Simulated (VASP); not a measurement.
# TiC (Fm-3m) in VASP: a series of runs, part 2 of 2

VASP 6.6.1. Earlier steps stand in the parts before.

### Step 3. Single point, r2SCAN+U

This run uses another cell than the first one, of 10.63 Å³/atom, 1.056 times its volume.

File POSCAR:

```
TiC
1.0
    0.0000000000      2.1984201392      2.1984201392
    2.1984201392      0.0000000000      2.1984201392
    2.1984201392      2.1984201392      0.0000000000
Ti C
1 1
Direct
    0.0000000000      0.0000000000      0.0000000000
    0.5000000000      0.5000000000      0.5000000000
```

File INCAR.step1:

```
PREC = Accurate
ENCUT = 910
ISMEAR = -1
SIGMA = 0.05
LREAL = False
LASPH = True
NELM = 200
LMAXMIX = 4
LDAU = True
LDAUTYPE = 2
LDAUL = 2 -1
LDAUU = 6 0
LDAUJ = 0 0
NBANDS = 15
GGA = PE
ALGO = Normal
EDIFF = 1E-5
LWAVE = True
LCHARG = False
GGA_COMPAT = False
```

File INCAR.step2:

```
PREC = Accurate
ENCUT = 910
EDIFF = 1E-6
ISMEAR = -1
SIGMA = 0.05
LREAL = False
LASPH = True
NELM = 200
ALGO = Normal
ISIF = 2
LWAVE = False
LCHARG = False
LMAXMIX = 4
LDAU = True
LDAUTYPE = 2
LDAUL = 2 -1
LDAUU = 6 0
LDAUJ = 0 0
LDAUPRINT = 1
METAGGA = R2SCAN
LMIXTAU = True
NBANDS = 15
ISTART = 1
GGA_COMPAT = False
```

File KPOINTS:

```
Automatic mesh
0
Gamma
  11 11 11
```

Potentials or basis: VASP PAW PBE potentials, release 64 (Ti_sv, C_h).

Command:

```
$ cat potpaw_PBE.64/Ti_sv/POTCAR potpaw_PBE.64/C_h/POTCAR > POTCAR
$ cp INCAR.step1 INCAR
$ mpirun -np 1 vasp_std > vasp.out
$ cp INCAR.step2 INCAR
$ mpirun -np 1 vasp_std > vasp.out
```

OUTCAR:

```text
PREC = Accurate
   ENCUT = 910
   EDIFF = 1E-6
   ISMEAR = -1
   LREAL = False
   LASPH = True
   NELM = 200
   ISIF = 2
   METAGGA = R2SCAN
   ISTART = 1

 ion  position               nearest neighbor table
   1  0.000  0.000  0.000-   2 2.20   2 2.20   2 2.20   2 2.20   2 2.20   2 2.20
   2  0.500  0.500  0.500-   1 2.20   1 2.20   1 2.20   1 2.20   1 2.20   1 2.20

  LATTYP: Found a face centered cubic cell.
 ALAT       =     4.3968402784

  Lattice vectors:

 A1 = (   0.0000000000,   2.1984201392,   2.1984201392)
 A2 = (   2.1984201392,   0.0000000000,   2.1984201392)
 A3 = (   2.1984201392,   2.1984201392,   0.0000000000)

Analysis of symmetry for initial positions (statically):
=====================================================================
 Subroutine PRICEL returns:
 Original cell was already a primitive cell.

 Routine SETGRP: Setting up the symmetry group for a
 face centered cubic supercell.

 Subroutine GETGRP returns: Found 48 space group operations
[... 9 lines left out ...]

 Routine SETGRP: Setting up the symmetry group for a
 face centered cubic supercell.

 Subroutine GETGRP returns: Found 48 space group operations
[... 11 lines left out ...]
                                     Primitive cell

[... 179 lines left out ...]
 Fermi energy:        10.1342577313

 k-point     1 :       0.0000    0.0000    0.0000
  band No.  band energies     occupation
      1     -50.7323      2.00000
      2     -25.6769      2.00000
      3     -25.6769      2.00000
      4     -25.6769      2.00000
      5      -3.4503      2.00000
      6      11.3408      0.00000
      7      11.3408      0.00000
      8      11.3408      0.00000
      9      11.4459      0.00000
     10      11.4459      0.00000
     11      11.5809      0.00000
     12      11.5809      0.00000
     13      11.5809      0.00000
     14      20.0570      0.00000
[... 401 lines left out ...]
      2     -25.8958      2.00000
      3     -25.7633      2.00000
      4     -25.6930      2.00000
      5      -1.7551      2.00000
      6       6.4751      2.00000
      7       7.5719      2.00000
      8       8.1369      2.00000
      9      12.4558      0.00000
     10      12.8880      0.00000
     11      13.9113      0.00000
     12      14.5011      0.00000
     13      16.9463      0.00000
     14      21.5027      0.00000
     15      23.4534      0.00000

 [... further k-points ...]
[... 5 lines left out ...]
  --------------------------------------------------------------------------------------
  -------------------------------------------------------------------------------------
  Total        0.6434374      0.6434374      0.6434374     -0.0000000      0.0000000      0.0000000
  in kB       48.5126297     48.5126297     48.5126297     -0.0000000      0.0000000      0.0000000
  external PRESSURE =      48.5126297 kB  Pullay stress =       0.0000000 kB

 VOLUME and BASIS-vectors are now :
 -----------------------------------------------------------------------------
  energy-cutoff  :      910.00
  volume of cell :       21.25
      direct lattice vectors                 reciprocal lattice vectors
     0.000000000  2.198420139  2.198420139    -0.227436053  0.227436053  0.227436053
     2.198420139  0.000000000  2.198420139     0.227436053 -0.227436053  0.227436053
     2.198420139  2.198420139  0.000000000     0.227436053  0.227436053 -0.227436053

 POSITION                                       TOTAL-FORCE (eV/Angst)
 -----------------------------------------------------------------------------------
      0.00000      0.00000      0.00000         0.000000      0.000000     -0.000000
      2.19842      2.19842      2.19842        -0.000000     -0.000000      0.000000
 -----------------------------------------------------------------------------------
    total drift:                                0.000000     -0.000000     -0.000000

  FREE ENERGIE OF THE ION-ELECTRON SYSTEM (eV)
  ---------------------------------------------------
  free  energy   TOTEN  =       -20.6808227782 eV

  energy  without entropy=      -20.6794390588  energy(sigma->0) =      -20.68013092
```

Wall time 55 s (1 thread of Intel Xeon 6975P-C (Granite Rapids), shared host); peak memory 0.21 GiB.

What came out:

```
Free energy            : -20.6808 eV
Pressure               : 4.9 GPa
Band gap on the k mesh : zero (band 8 reaches 11.34 eV, above the bottom of band 9 at 9.43 eV)
```

Levels at points of the mesh, in eV from the Fermi level:
```tsv
k point	band 4	band 5	band 6	band 7	band 8	band 9	band 10	band 11	band 12	band 13
(0.00, 0.00, 0.00)	-35.81	-13.58	1.21	1.21	1.21	1.31	1.31	1.45	1.45	1.45
```

Eigenvalues of the final occupation matrices:
```
    site  spin  trace               eigenvalues
site 1 d     1   0.83  0.09 0.09 0.09 0.28 0.28
site 1 d     2   0.83  0.09 0.09 0.09 0.28 0.28
```

Caveat: the cutoff is under 1.25 times the usual one of these potentials, so pressure, stress and relaxed cells hold a basis-set (Pulay) error; the PAW data sets were made with another functional, which shifts forces and pressure a little; U without spin polarisation on a metal has little footing; the U is typed as a test and isn't derived for this compound.

### Step 4. Single point, PBEsol+U

This run uses another cell than the first one, of 10.16 Å³/atom, 1.009 times its volume.

File INCAR:

```
PREC     = Accurate       # precision mode
ENCUT    = 910            # plane-wave cutoff, eV
EDIFF    = 1E-6           # SCF threshold, eV
ISMEAR   = 0              # smearing method
SIGMA    = 0.05           # smearing width, eV
LREAL    = F              # projectors in reciprocal space
LASPH    = T              # aspherical terms in the spheres
NELM     = 200            # most SCF steps
ALGO     = Normal         # electronic algorithm
ISIF     = 2              # what is computed and relaxed
LWAVE    = F              # write WAVECAR
LCHARG   = T              # write CHGCAR
LMAXMIX  = 4              # l up to which the mixer works
LDAU     = T              # DFT+U
LDAUTYPE = 2            
LDAUL    = 2 -1           # shell
LDAUU    = 4 0            # U, eV
LDAUJ    = 0 0          
LDAUPRINT= 1            
GGA      = PS             # functional
LELF     = T              # ELF
LVHAR    = T            
NBANDS   = 15             # bands
GGA_COMPAT= F
```

File KPOINTS:

```
regular mesh
0
Gamma
  9 9 9
```

File POSCAR:

```
TiC
1.0
    0.0000000000      2.1657188437      2.1657188437
    2.1657188437      0.0000000000      2.1657188437
    2.1657188437      2.1657188437      0.0000000000
Ti C
1 1
Direct
    0.0000000000      0.0000000000      0.0000000000
    0.5000000000      0.5000000000      0.5000000000
```

Command:

```
$ cat potpaw_PBE.64/Ti_sv/POTCAR potpaw_PBE.64/C_h/POTCAR > POTCAR
$ mpirun -np 1 vasp_std > vasp.out
```

Wall time 31 s (1 thread of Intel Xeon Platinum 8259CL at 2.50GHz (Skylake/Cascade Lake), shared host); peak memory 0.18 GiB.

It converged, with:

| Quantity | Value |
| --- | --- |
| Free energy | -16.8072 eV |
| Pressure | 5.0 GPa |
| Band gap on the k mesh | zero (band 8 reaches 11.18 eV, above the bottom of band 9 at 9.67 eV) |

Levels at points of the mesh, in eV from the Fermi level:
| k point | band 5 | band 6 | band 7 | band 8 | band 9 | band 10 | band 11 | band 12 |
| --- | --- | --- | --- | --- | --- | --- | --- | --- |
| (0.00, 0.00, 0.00) | -12.59 | 1.16 | 1.16 | 1.16 | 1.63 | 1.63 | 1.63 | 1.71 |

Eigenvalues of the final occupation matrices:
| site | spin | trace | eigenvalues |
| --- | --- | --- | --- |
| site 1 d | 1 | 0.92 | 0.12 0.12 0.12 0.28 0.28 |
| site 1 d | 2 | 0.92 | 0.12 0.12 0.12 0.28 0.28 |

Caveat: the cutoff is under 1.25 times the usual one of these potentials, so pressure, stress and relaxed cells hold a basis-set (Pulay) error; the PAW data sets were made with another functional, which shifts forces and pressure a little; U without spin polarisation on a metal has little footing; the U is typed as a test and isn't derived for this compound.

### Step 5. Single point, PBE+U

This run uses another cell than the first one, of 10.23 Å³/atom, 1.016 times its volume.

File INCAR:

```
PREC = Accurate
ENCUT = 910
EDIFF = 1E-6
ISMEAR = -1
SIGMA = 0.05
LREAL = False
LASPH = True
NELM = 200
ALGO = Normal
ISIF = 2
LWAVE = False
LCHARG = True
LMAXMIX = 4
LDAU = True
LDAUTYPE = 2
LDAUL = 2 -1
LDAUU = 1 0
LDAUJ = 0 0
LDAUPRINT = 1
GGA = PE
LELF = True
LVHAR = True
NBANDS = 15
GGA_COMPAT = False
```

File KPOINTS:

```
regular mesh
0
Gamma
  11 11 11
```

File POSCAR:

```
TiC
1.0
    0.0000000000      2.1706526754      2.1706526754
    2.1706526754      0.0000000000      2.1706526754
    2.1706526754      2.1706526754      0.0000000000
Ti C
1 1
Direct
    0.0000000000      0.0000000000      0.0000000000
    0.5000000000      0.5000000000      0.5000000000
```

Command:

```
$ cat potpaw_PBE.64/Ti_sv/POTCAR potpaw_PBE.64/C_h/POTCAR > POTCAR
$ mpirun -np 1 vasp_std > vasp.out
```

Run time: 53 s. Hardware: 1 thread of Intel Xeon Platinum 8259CL at 2.50GHz (Skylake/Cascade Lake), shared host; peak memory 0.19 GiB.

It converged, with:

| Quantity | Value |
| --- | --- |
| Free energy | -17.9546 eV |
| Pressure | 1.4 GPa |
| Band gap on the k mesh | zero (band 8 reaches 10.57 eV, above the bottom of band 9 at 9.37 eV) |

Levels at points of the mesh, in eV from the Fermi level:
```csv
k point,band 6,band 7,band 8,band 9,band 10,band 11
"(0.00, 0.00, 0.00)",0.71,0.71,0.71,1.56,1.56,1.56
```

Eigenvalues of the final occupation matrices:
```
    site  spin  trace               eigenvalues
site 1 d     1   0.97  0.14 0.14 0.14 0.28 0.28
site 1 d     2   0.97  0.14 0.14 0.14 0.28 0.28
```

Caveat: the cutoff is under 1.25 times the usual one of these potentials, so pressure, stress and relaxed cells hold a basis-set (Pulay) error; U without spin polarisation on a metal has little footing; the U is typed as a test and isn't derived for this compound.

### Step 6. Single point, PBE+U

This run uses another cell than the first one, of 10.54 Å³/atom, 1.047 times its volume.

File INCAR:

```
SYSTEM = TiC
PREC = Accurate
ENCUT = 910
EDIFF = 1E-6
ISMEAR = -1
SIGMA = 0.05
LREAL = .False.
LASPH = .True.
NELM = 200
ALGO = Normal
ISIF = 2
LWAVE = .False.
LCHARG = .False.
LMAXMIX = 4
LDAU = .True.
LDAUTYPE = 2
LDAUL = 2 -1
LDAUU = 5 0
LDAUJ = 0 0
LDAUPRINT = 1
GGA = PE
NBANDS = 15
GGA_COMPAT = .False.
```

File KPOINTS:

```
Automatic mesh
0
Gamma
  11 11 11
  0 0 0
```

File POSCAR:

```
TiC
1.0
    0.0000000000      2.1925531826      2.1925531826
    2.1925531826      0.0000000000      2.1925531826
    2.1925531826      2.1925531826      0.0000000000
Ti C
1 1
Direct
    0.0000000000      0.0000000000      0.0000000000
    0.5000000000      0.5000000000      0.5000000000
```

Potentials or basis: VASP PAW PBE potentials, release 64 (Ti_sv, C_h).

Command:

```
$ cat potpaw_PBE.64/Ti_sv/POTCAR potpaw_PBE.64/C_h/POTCAR > POTCAR
$ mpirun -np 1 vasp_std > vasp.out
```

It took 34 s on 1 thread of Intel Xeon Platinum 8375C at 2.90GHz (Ice Lake), shared host; peak memory 0.2 GiB.

It converged, with:

| Property | Result |
| --- | --- |
| Free energy | -15.0807 eV |
| Pressure | 4.4 GPa |
| Band gap on the k mesh | zero (band 8 reaches 11.11 eV, above the bottom of band 9 at 9.44 eV) |

Levels at points of the mesh, in eV from the Fermi level:
| k point | band 6 | band 7 | band 8 | band 9 | band 10 | band 11 |
| --- | --- | --- | --- | --- | --- | --- |
| (0.00, 0.00, 0.00) | 1.09 | 1.09 | 1.09 | 1.31 | 1.31 | 1.31 |

Eigenvalues of the final occupation matrices:
```
    site  spin  trace               eigenvalues
site 1 d     1   0.88  0.11 0.11 0.11 0.28 0.28
site 1 d     2   0.88  0.11 0.11 0.11 0.28 0.28
```

Caveat: the cutoff is under 1.25 times the usual one of these potentials, so pressure, stress and relaxed cells hold a basis-set (Pulay) error; U without spin polarisation on a metal has little footing; the U is typed as a test and isn't derived for this compound.

### Step 7. Overview

```csv
level,U,cell,k mesh,smearing,gap on the mesh (eV),pressure (GPa)
r2SCAN+D4,-,"a = 3.053 Å, angles 60.0°, 2 atoms",11 × 11 × 11,fermi-dirac 0.05 eV,none,0.9
r2SCAN+U,Ti d U = 6.0 eV,"a = 3.109 Å, angles 60.0°, 2 atoms",11 × 11 × 11,fermi-dirac 0.05 eV,none,4.9
PBEsol+U,Ti d U = 4.0 eV,"a = 3.063 Å, angles 60.0°, 2 atoms",9 × 9 × 9,gaussian 0.05 eV,none,5.0
PBE+U,Ti d U = 1.0 eV,"a = 3.070 Å, angles 60.0°, 2 atoms",11 × 11 × 11,fermi-dirac 0.05 eV,none,1.4
PBE+U,Ti d U = 5.0 eV,"a = 3.101 Å, angles 60.0°, 2 atoms",11 × 11 × 11,fermi-dirac 0.05 eV,none,4.4
```

Alike in all rows: task single point; potentials or basis VASP PAW PBE potentials, release 64 (Ti_sv, C_h); no spin polarisation; cutoff (eV) 910.

Caveats: the cutoff is under 1.25 times the usual one of these potentials, so pressure, stress and relaxed cells hold a basis-set (Pulay) error; U without spin polarisation on a metal has little footing (some runs); the U is typed as a test and isn't derived for this compound (some runs); the PAW data sets were made with another functional, which shifts forces and pressure a little (some runs); pairwise dispersion overbinds metals, which lowers pressure and volume (some runs).

Total energies depend on the potentials used, so only differences within one code and one set of settings carry meaning.
